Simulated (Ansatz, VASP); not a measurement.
# One calculation of K, two programs

The input INCAR:

```
ALGO     = Normal         # electronic algorithm
EDIFF    = 1E-7           # SCF threshold, eV
EDIFFG   = -0.005         # ionic threshold
ENCUT    = 600            # plane-wave cutoff, eV
IBRION   = 2              # ionic algorithm
ISIF     = 3              # what is computed and relaxed
ISMEAR   = 0              # smearing method
LASPH    = T              # aspherical terms in the spheres
LCHARG   = F              # write CHGCAR
LREAL    = F              # projectors in reciprocal space
LWAVE    = F              # write WAVECAR
NELM     = 80             # most SCF steps
NSW      = 70             # ionic steps
PREC     = Accurate       # precision mode
SIGMA    = 0.1            # smearing width, eV
```

File KPOINTS:

```
k-points
0
Gamma
  12 12 12
```

File POSCAR:

```
K
1.0
   -2.6409252679      2.6409252679      2.6409252679
    2.6409252679     -2.6409252679      2.6409252679
    2.6409252679      2.6409252679     -2.6409252679
K
1
Direct
    0.0000000000      0.0000000000      0.0000000000
```

Input for Ansatz:

```yaml
crystal:
  lattice:
    - [-2.6409252679, 2.6409252679, 2.6409252679]
    - [2.6409252679, -2.6409252679, 2.6409252679]
    - [2.6409252679, 2.6409252679, -2.6409252679]
  atoms:
    - { symbol: K, position: [0.0, 0.0, 0.0] }
basis:
  ecutwfc: 420
kpoints:
  mp_grid: { grid: [12, 12, 12] }
hamiltonian:
  xc: lda
scf:
  occupations: { method: gaussian, width: 0.1 }
output:
  forces: true
  stress: true
  eigenvalues: true
  write_density: true
  write_potential: true
  elf: true
  volumetric_format: npy
relax:
  adjacent_minimum: "off"
  f_tol: 0.005
  max_steps: 50
  cell: { stress_tol: 0.05 }
```

Alike in both runs: task relaxation of cell and atoms; functional LDA; k mesh 12 × 12 × 12; occupations gaussian, width 0.1 eV; no spin polarisation.

|  | VASP | Ansatz |
| --- | --- | --- |
| version | VASP 6.6.1 | Ansatz 0.2.0 |
| potentials or method | VASP PAW LDA potentials, release 64 (K_sv), cutoff 600 eV | scalar-relativistic, plane waves, PAW |
| valence electrons in the cell | 9 | 9 |

|  | VASP | Ansatz | Ansatz less VASP |
| --- | --- | --- | --- |
| gap on the k mesh at the Fermi level, each at its own relaxed structure (eV) | none | none | - |
| relaxed volume (Å³/atom) | 64.09 | 64.55 | +0.460 |
| relaxed length of the cell vector where the two differ most in proportion (Å) | 4.366 | 4.377 | +0.0104 |

LDA's correlation is that of Perdew and Zunger in VASP and of Perdew and Wang (1992) in Ansatz. A gap of «none» marks a metal or a gap that the smearing closes.
